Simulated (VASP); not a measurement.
Write the native input for VASP 6.6.1 that does the following.

```
Task                   : single point
Functional             : PBE
Potentials or basis    : VASP PAW PBE potentials, release 64 (Zn)
Cutoff                 : 520 eV
k mesh                 : 23 × 23 × 23
Occupations            : fermi-dirac, width 0.05 eV
Spin                   : no spin polarisation
Dipole correction      : no
Further INCAR settings : ALGO = Normal; EDIFF = 1e-06; NBANDS = 12
```

The structure of Zn lies in POSCAR:

```
Zn
1.0
   -1.1790424164      1.1790424164      1.1790424164
    1.1790424164     -1.1790424164      1.1790424164
    1.1790424164      1.1790424164     -1.1790424164
Zn
1
Direct
    0.0000000000      0.0000000000      0.0000000000
```

One way to write it, as run:

INCAR

```
  ALGO = Normal
  EDIFF = 1E-6
  ENCUT = 520
  GGA = PE
  ISIF = 2
  ISMEAR = -1
  LASPH = T
  LCHARG = F
  LREAL = F
  LWAVE = F
  NBANDS = 12
  NELM = 60
  PREC = Accurate
  SIGMA = 0.05
```

KPOINTS

```
k-points
0
Gamma
  23 23 23
```

Potentials or basis: VASP PAW PBE potentials, release 64 (Zn).

Launch:

```console
$ cat potpaw_PBE.64/Zn/POTCAR > POTCAR
$ mpirun -np 1 vasp_std > vasp.out
```

Results of the run:

The pressure is 502.6 GPa and the band gap on the k mesh is zero (band 6 reaches 18.80 eV, above the bottom of band 7 at 13.91 eV).

It took 9.1 s on 1 thread of Intel(R) Xeon(R) Platinum 8488C (Sapphire Rapids), on a shared host, peak memory 0.13 GiB.
